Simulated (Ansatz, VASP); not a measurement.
## Two plane-wave programs on BaTiO3

```xyz
10
Lattice="7.9653 0.0000 0.0000 0.0000 3.9826 0.0000 0.0000 0.0000 3.9826" Properties=species:S:1:pos:R:3 pbc="T T T"
Ba    0.0000    0.0000    0.0000
Ba    3.9826    0.0000    0.0000
O     1.9913    1.9913    0.0000
O     5.9740    1.9913    0.0000
O     0.0000    1.9913    1.9913
O     3.9826    1.9913    1.9913
O     1.9913    0.0000    1.9913
O     5.9740    0.0000    1.9913
Ti    1.9913    1.9913    1.9913
Ti    5.9740    1.9913    1.9913
```

Alike in both runs: task single point; functional r2SCAN; k mesh 4 × 7 × 7; no spin polarisation; Hubbard terms Ti d U = 2.47 eV.

|  | VASP | Ansatz |
| --- | --- | --- |
| version | VASP 6.6.1 | Ansatz 0.2.0 |
| potentials or method | VASP PAW PBE potentials, release 64 (Ba_sv, O, Ti_sv), cutoff 520 eV | PAW plane waves |
| occupations | fermi-dirac, width 0.1 eV | fermi-dirac |
| valence electrons in the cell | 80 | 80 |

|  | VASP | Ansatz | Ansatz less VASP |
| --- | --- | --- | --- |
| pressure (GPa) | 5.7 | 2.4 | -3.32 |

VASP's potentials were made for PBE, not for r2SCAN. The programs project onto different local orbitals, so the same U acts differently, and such runs can settle in different states.

Spin-orbit coupling is off throughout.
